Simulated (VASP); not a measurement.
# B2SbP3 (P4/mmm) in VASP: further runs

Runs on B2SbP3. Level: PBE. Tasks: relaxation of cell and atoms.

Program: VASP 6.6.1. These are calculated values, not measurements. Logs are shortened: lines on timing, memory, paths and dates and some standing lists are left out, and cuts for length are marked.

### Step 1. The cell of the first run

Symmetry: P4/mmm, No. 123, tetragonal system. The conventional cell has a = 5.397 Å, b = 5.397 Å, c = 3.648 Å, α = 90.00°, β = 90.00°, γ = 90.00°. B (site symmetry mmm) has 2 P at 1.82 Å within 2.4 Å. Within 3.9 Å of Sb (site symmetry 4/mmm) lie 8 P at 2.70 to 3.82 Å and 8 B at 3.26 Å and 2 Sb at 3.65 Å. P (site symmetry mmm) has 2 B at 1.82 Å within 2.4 Å. Within 3.9 Å of P (site symmetry 4/mmm) lie 6 P at 2.70 to 3.65 Å and 8 B at 3.26 Å and 4 Sb at 3.82 Å.

The cell was built from a structure type or drawn by symmetry, and may not be a known phase.

### Step 2. Relaxation of cell and atoms, PBE

File INCAR:

```
ALGO = Normal
EDIFF = 1E-6
EDIFFG = -0.04
ENCUT = 600
GGA = PE
IBRION = 2
ISIF = 3
ISMEAR = 0
LASPH = T
LCHARG = F
LREAL = F
LWAVE = F
NELM = 80
NSW = 90
PREC = Accurate
SIGMA = 0.1
```

File KPOINTS:

```
k-points
0
Gamma
  4 4 6
```

File POSCAR:

```
B2SbP3
1.0
    5.3973280541      0.0000000000      0.0000000000
    0.0000000000      5.3973280541      0.0000000000
    0.0000000000      0.0000000000      3.6478270161
B Sb P
2 1 3
Direct
    0.0000000000      0.5000000000      0.0000000000
    0.5000000000      0.0000000000      0.0000000000
    0.0000000000      0.0000000000      0.5000000000
    0.0000000000      0.5000000000      0.5000000000
    0.5000000000      0.0000000000      0.5000000000
    0.5000000000      0.5000000000      0.5000000000
```

Potentials or basis: VASP PAW PBE potentials, release 64 (B, Sb, P).

Launch:

```sh
> cat potpaw_PBE.64/B/POTCAR potpaw_PBE.64/Sb/POTCAR potpaw_PBE.64/P/POTCAR > POTCAR
> mpirun -np 1 vasp_std > vasp.out
```

OUTCAR:

```text
EDIFF = 1E-6
   EDIFFG = -0.04
   ENCUT = 600
   GGA = PE
   IBRION = 2
   ISIF = 3
   ISMEAR = 0
   LASPH = T
   LREAL = F
   NELM = 80
   NSW = 90
   PREC = Accurate

 ion  position               nearest neighbor table
   1  0.000  0.500  0.000-   4 1.82   4 1.82
   2  0.500  0.000  0.000-   5 1.82   5 1.82
   3  0.000  0.000  0.500-   4 2.70   5 2.70   4 2.70   5 2.70
   4  0.000  0.500  0.500-   1 1.82   1 1.82   6 2.70   3 2.70   3 2.70   6 2.70
   5  0.500  0.000  0.500-   2 1.82   2 1.82   6 2.70   3 2.70   6 2.70   3 2.70
   6  0.500  0.500  0.500-   4 2.70   5 2.70   5 2.70   4 2.70

  LATTYP: Found a simple tetragonal cell.
 ALAT       =     5.3973280541
 C/A-ratio  =     0.6758579392

  Lattice vectors:

 A1 = (   5.3973280541,   0.0000000000,   0.0000000000)
 A2 = (   0.0000000000,   5.3973280541,   0.0000000000)
 A3 = (   0.0000000000,   0.0000000000,   3.6478270161)

Analysis of symmetry for initial positions (statically):
=====================================================================
 Subroutine PRICEL returns:
 Original cell was already a primitive cell.

 Routine SETGRP: Setting up the symmetry group for a
 simple tetragonal supercell.

 Subroutine GETGRP returns: Found 16 space group operations
 (whereof 16 operations were pure point group operations)
 out of a pool of 16 trial point group operations.

The static configuration has the point symmetry D_4h.

Analysis of symmetry for dynamics (positions and initial velocities):
=====================================================================
 Subroutine PRICEL returns:
 Original cell was already a primitive cell.

 Routine SETGRP: Setting up the symmetry group for a
 simple tetragonal supercell.

 Subroutine GETGRP returns: Found 16 space group operations
 (whereof 16 operations were pure point group operations)
 out of a pool of 16 trial point group operations.

The dynamic configuration has the point symmetry D_4h.

 Subroutine INISYM returns: Found 16 space group operations
 (whereof 16 operations are pure point group operations),
 and found     1 'primitive' translations

----------------------------------------------------------------------------------------

                                     Primitive cell

  volume of cell :     106.2654

  direct lattice vectors                    reciprocal lattice vectors
     5.397328054  0.000000000  0.000000000     0.185276861  0.000000000  0.000000000
     0.000000000  5.397328054  0.000000000     0.000000000  0.185276861  0.000000000
     0.000000000  0.000000000  3.647827016     0.000000000  0.000000000  0.274135806

  length of vectors
     5.397328054  5.397328054  3.647827016     0.185276861  0.185276861  0.274135806

  position of ions in fractional coordinates (direct lattice)
     0.000000000  0.500000000  0.000000000
     0.500000000  0.000000000  0.000000000
     0.000000000  0.000000000  0.500000000
     0.000000000  0.500000000  0.500000000
     0.500000000  0.000000000  0.500000000
     0.500000000  0.500000000  0.500000000

  ion indices of the primitive-cell ions
   primitive index   ion index
                 1           1
                 2           2
                 3           3
                 4           4
                 5           5
                 6           6

----------------------------------------------------------------------------------------

 KPOINTS: k-points

Automatic generation of k-mesh.
 Grid dimensions read from file:
 generate k-points for:    4    4    6

 Generating k-lattice:

  Cartesian coordinates                     Fractional coordinates (reciprocal lattice)
     0.046319215  0.000000000  0.000000000     0.250000000  0.000000000  0.000000000
     0.000000000  0.046319215  0.000000000     0.000000000  0.250000000  0.000000000
     0.000000000  0.000000000  0.045689301     0.000000000  0.000000000  0.166666667

  Length of vectors
     0.046319215  0.046319215  0.045689301

  Shift w.r.t. Gamma in fractional coordinates (k-lattice)
     0.000000000  0.000000000  0.000000000

 Subroutine IBZKPT returns following result:
 ===========================================

 Found     24 irreducible k-points:

 Following reciprocal coordinates:
            Coordinates               Weight
  0.000000  0.000000  0.000000      1.000000
  0.250000  0.000000  0.000000      4.000000
  0.500000  0.000000  0.000000      2.000000
  0.250000  0.250000  0.000000      4.000000
  0.500000  0.250000  0.000000      4.000000
  0.500000  0.500000  0.000000      1.000000
[... 16 lines left out ...]
  0.500000  0.250000  0.500000      4.000000
  0.500000  0.500000  0.500000      1.000000
   k-points           NKPTS =     24   k-points in BZ     NKDIM =     24   number of bands    NBANDS=     17
   number of dos      NEDOS =    301   number of ions     NIONS =      6
   total plane-waves  NPLWV =  69120
   dimension x,y,z NGX =    48 NGY =   48 NGZ =   30
   dimension x,y,z NGXF=    96 NGYF=   96 NGZF=   60
   ions per type =               2   1   3
   NGX,Y,Z   is equivalent  to a cutoff of  14.78, 14.78, 13.67 a.u.
   NGXF,Y,Z  is equivalent  to a cutoff of  29.57, 29.57, 27.34 a.u.
 SYSTEM =  unknown system
   PREC   = accura    normal or accurate (medium, high low for compatibility)
   ISTART =      0    job   : 0-new  1-cont  2-samecut
   ICHARG =      2    charge: 1-file 2-atom 10-const
   ISPIN  =      1    spin polarized calculation?
   LNONCOLLINEAR =      F non collinear calculations
   LSORBIT =      F    spin-orbit coupling
   LASPH  =      T    aspherical Exc in radial PAW
   ENCUT  =  600.0 eV  44.10 Ry    6.64 a.u.  10.78 10.78  7.29*2*pi/ulx,y,z
   NELM   =     80;   NELMIN=  2; NELMDL= -5     # of ELM steps
   EDIFF  = 0.1E-05   stopping-criterion for ELM
   LREAL  =      F    real-space projection
   EDIFFG = -.4E-01   stopping-criterion for IOM
   NSW    =     90    number of steps for IOM
   IBRION =      2    ionic relax: 0-MD 1-quasi-New 2-CG
   NFREE  =      1    steps in history (QN), initial steepest desc. (CG)
   ISIF   =      3    stress and relaxation
   ISYM   =      2    0-nonsym 1-usesym 2-fastsym
   POTIM  = 0.5000    time-step for ionic-motion
   TEBEG  =    0.0;   TEEND  =   0.0 temperature during run
   PSTRESS=    0.0 pullay stress
   NELECT =      26.0000    total number of electrons
   NUPDOWN=      -1.0000    fix difference up-down
   EMIN   =  10.00;   EMAX   =-10.00  energy-range for DOS
   EFERMI =   0.00;   METHOD = LEGACY
   ISMEAR =     0;   SIGMA  =   0.10  broadening in eV -4-tet -1-fermi 0-gaus
   EFERMI_NEDOS =   21; number of points for ismear=-14 and -15
   IALGO  =     38    algorithm
   IMIX   =      4    mixing-type and parameters
     AMIX     =   0.40;   BMIX     =  1.00
     AMIX_MAG =   1.60;   BMIX_MAG =  1.00
  volume/ion in A,a.u.               =      17.71       119.52
  Fermi-wavevector in a.u.,A,eV,Ry     =   1.023926  1.934940 14.264686  1.048425
  Thomas-Fermi vector in A             =   2.157686
   LORBIT       =      0    0 simple, 1 ext, 2 COOP (PROOUT), +10 PAW based schemes
   GGA     = PE    functional components
   LHFCALC =     F    Hartree Fock is set to
   AEXX    =    0.0000 exact exchange contribution
   IVDW    =     0    specifies the selected vdW correction
   LEPSILON=     F    determine dielectric tensor
   LRPA    =     F    only Hartree local field effects (RPA)
 conjugate gradient relaxation of ions
 non-spin polarized calculation
 Gauss-broadening in eV      SIGMA  =   0.10
  energy-cutoff  :      600.00
  volume of cell :      106.27
 maximum number of plane-waves:      3568
 NGX is ok and might be reduce to    48
   NGX = 21   NGY = 21   NGZ = 15

--------------------------------------- Ionic step        1  -------------------------------------------

 number of electron      26.0000000 magnetization

 Free energy of the ion-electron system (eV)
  ---------------------------------------------------
  ext. energy  EPLUGINS =         0.00000000
  ---------------------------------------------------
  free energy    TOTEN  =       -26.81490966 eV

  energy without entropy =      -26.79039781  energy(sigma->0) =      -26.80265374

 E-fermi :   6.1569     XC(G=0):  -9.9872

 val. band max:        6.1507371908   @ k =   0.5000   0.0000   0.1667
 cond. band min:       6.1811112326   @ k =   0.5000   0.5000   0.5000
 fundamental gap:      0.0303740417
 Fermi energy:         6.1569317590

 k-point     1 :       0.0000    0.0000    0.0000
  band No.  band energies     occupation
      1      -8.3669      2.00000
      2      -6.4689      2.00000
      3      -3.3125      2.00000
      4      -1.3198      2.00000
      5      -0.8319      2.00000
      6      -0.8319      2.00000
[... 9 lines left out ...]
     16       8.5887      0.00000
     17       8.6180      0.00000

 k-point     2 :       0.2500    0.0000    0.0000
  band No.  band energies     occupation
      1      -8.1269      2.00000
      2      -6.7429      2.00000
      3      -3.6889      2.00000
      4      -2.2927      2.00000
      5      -0.5933      2.00000
      6      -0.0888      2.00000
[... 9 lines left out ...]
     16       8.5631      0.00000
     17       8.9885      0.00000
[... 500 lines left out ...]
 POSITION                                       TOTAL-FORCE (eV/Angst)
 -----------------------------------------------------------------------------------
      0.00000      2.65712      0.00000         0.000000      0.000000      0.000000
      2.65712      0.00000      0.00000         0.000000      0.000000      0.000000
      0.00000     -0.00000      1.83905         0.000000     -0.000000      0.000000
      0.00000      2.65712      1.83905         0.000000      0.000000      0.000000
      2.65712     -0.00000      1.83905         0.000000     -0.000000      0.000000
      2.65712      2.65712      1.83905         0.000000      0.000000      0.000000
 -----------------------------------------------------------------------------------
    total drift:                               -0.000000      0.000000     -0.000000

  FREE ENERGIE OF THE ION-ELECTRON SYSTEM (eV)
  ---------------------------------------------------
  free  energy   TOTEN  =       -26.8594571186 eV

  energy  without entropy=      -26.8394895980  energy(sigma->0) =      -26.84947336

--------------------------------------- Ionic step        3  -------------------------------------------

 number of electron      25.9999999 magnetization

 Free energy of the ion-electron system (eV)
  ---------------------------------------------------
  ext. energy  EPLUGINS =         0.00000000
  ---------------------------------------------------
  free energy    TOTEN  =       -26.86306339 eV

  energy without entropy =      -26.84291739  energy(sigma->0) =      -26.85299039

 E-fermi :   6.5087     XC(G=0): -10.1215

 val. band max:        6.4750353229   @ k =   0.5000   0.0000   0.3333
 cond. band min:       6.5240702867   @ k =   0.5000   0.5000   0.5000
 fundamental gap:      0.0490349638
 Fermi energy:         6.5087325897

 k-point     1 :       0.0000    0.0000    0.0000
  band No.  band energies     occupation
      1      -8.2504      2.00000
      2      -6.0477      2.00000
      3      -3.0005      2.00000
      4      -0.7231      2.00000
      5      -0.7231      2.00000
      6      -0.6886      2.00000
[... 9 lines left out ...]
     16       8.9245      0.00000
     17       8.9245      0.00000

 k-point     2 :       0.2500    0.0000    0.0000
  band No.  band energies     occupation
      1      -7.9868      2.00000
      2      -6.3892      2.00000
      3      -3.4207      2.00000
      4      -1.8200      2.00000
      5      -0.4669      2.00000
      6       0.2181      2.00000
[... 9 lines left out ...]
     16       8.9952      0.00000
     17       9.3445      0.00000
[... 451 lines left out ...]
 VOLUME and BASIS-vectors are now :
 -----------------------------------------------------------------------------
  energy-cutoff  :      600.00
  volume of cell :      103.10
      direct lattice vectors                 reciprocal lattice vectors
     5.287480074  0.000000000  0.000000000     0.189126008  0.000000000  0.000000000
     0.000000000  5.287480074  0.000000000     0.000000000  0.189126008  0.000000000
     0.000000000 -0.000000000  3.687850286     0.000000000  0.000000000  0.271160682

 POSITION                                       TOTAL-FORCE (eV/Angst)
 -----------------------------------------------------------------------------------
      0.00000      2.64374      0.00000         0.000000      0.000000      0.000000
      2.64374      0.00000      0.00000         0.000000     -0.000000      0.000000
      0.00000     -0.00000      1.84393         0.000000     -0.000000      0.000000
      0.00000      2.64374      1.84393         0.000000      0.000000      0.000000
      2.64374     -0.00000      1.84393         0.000000     -0.000000      0.000000
      2.64374      2.64374      1.84393         0.000000      0.000000      0.000000
 -----------------------------------------------------------------------------------
    total drift:                               -0.000000      0.000000     -0.000000

  FREE ENERGIE OF THE ION-ELECTRON SYSTEM (eV)
  ---------------------------------------------------
  free  energy   TOTEN  =       -26.8630633881 eV

  energy  without entropy=      -26.8429173874  energy(sigma->0) =      -26.85299039

 reached required accuracy - stopping structural energy minimisation
```

Wall time 2.4 min (1 thread of AMD EPYC 7R13, shared host); peak memory 0.26 GiB.

Results:

```yaml
Free_energy: -26.8631 eV
Relaxed_volume: 17.18 Å³/atom
Relaxed_cell: a = 5.287 Å, b = 5.287 Å, c = 3.688 Å, α = 90.00°, β = 90.00°, γ = 90.00°
Space_group_after_relaxing_to_0.1_Å: P4/mmm (No. 123)
Energy_gained_by_relaxing: 8.0 meV/atom
Ionic_steps: 3
Pressure_after_relaxing: 0.0 GPa
Band_gap_on_the_k_mesh: zero (bands 13 and 14 overlap by 2.14 eV)
```

Step by step:
| step | energy change (eV) | largest force (eV/Å) | pressure (GPa) | volume (Å³) |
| --- | --- | --- | --- | --- |
| 1 | 0.0000 | 0.0000 | -1.41 | 106.27 |
| 2 | -0.0445 | 0.0000 | -0.36 | 103.87 |
| 3 | -0.0482 | 0.0000 | 0.05 | 103.10 |

Final structure:
```xyz
6
Lattice="5.2875 0.0000 0.0000 0.0000 5.2875 0.0000 0.0000 0.0000 3.6879" Properties=species:S:1:pos:R:3 pbc="T T T"
B     0.0000    2.6437    0.0000
B     2.6437    0.0000    0.0000
Sb    0.0000    0.0000    1.8439
P     0.0000    2.6437    1.8439
P     2.6437    0.0000    1.8439
P     2.6437    2.6437    1.8439
```

Levels at points of the mesh, in eV from the Fermi level:
```
           k point  band 11  band 12  band 13  band 14  band 15  band 16
(0.00, 0.00, 0.00)    -1.42    -0.17     0.84     2.33     2.33     2.42
(0.50, 0.00, 0.00)    -1.54    -1.46     0.45     0.89     1.44     1.55
(0.50, 0.50, 0.00)    -1.76    -0.72    -0.72    -0.60     0.03     0.70
(0.00, 0.00, 0.50)    -2.03    -1.82    -1.82    -1.20     0.20     0.20
(0.50, 0.00, 0.50)    -1.50    -1.44    -1.13    -0.83     0.73     1.08
(0.50, 0.50, 0.50)    -0.96    -0.96    -0.06     0.02     0.02     0.42
```

Caveat: spin-orbit coupling is left out, which moves the levels of the heavy elements.

(Part 1 of 2 ends here.)
